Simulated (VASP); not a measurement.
Fe, 1 atom in the cell. It takes space group Im-3m (No. 229, cubic). The conventional cell has a = 2.752 Å, b = 2.752 Å, c = 2.752 Å, α = 90.00°, β = 90.00°, γ = 90.00°. Fe (site symmetry m-3m) has 14 Fe at 2.38 to 2.75 Å within 3.1 Å. 

```yaml
Program: VASP 6.6.1
Task: single point
Functional: PBE
Potentials_or_basis: VASP PAW PBE potentials, release 64 (Fe)
Cutoff: 520 eV
k_mesh: 13 × 13 × 13
Occupations: fermi-dirac, width 0.05 eV
Spin: collinear spin, ferromagnetic start
Starting_moments: "[3.0] μB"
Dipole_correction: no
Further_INCAR_settings: ALGO = Normal; EDIFF = 1e-07; NBANDS = 14
```

Potentials or basis: VASP PAW PBE potentials, release 64 (Fe).

Command:

```bash
$ cat potpaw_PBE.64/Fe/POTCAR > POTCAR
$ mpirun -np 1 vasp_std > vasp.out
```

Hardware: 1 thread of Intel(R) Xeon(R) 6975P-C (Granite Rapids), with other jobs on the host.

Q: Estimate the wall time of this run.

A: Wall time 11 s on 1 thread of Intel(R) Xeon(R) 6975P-C (Granite Rapids), on a shared host, peak memory 0.13 GiB. Counts: scf iterations 14, k points 84.
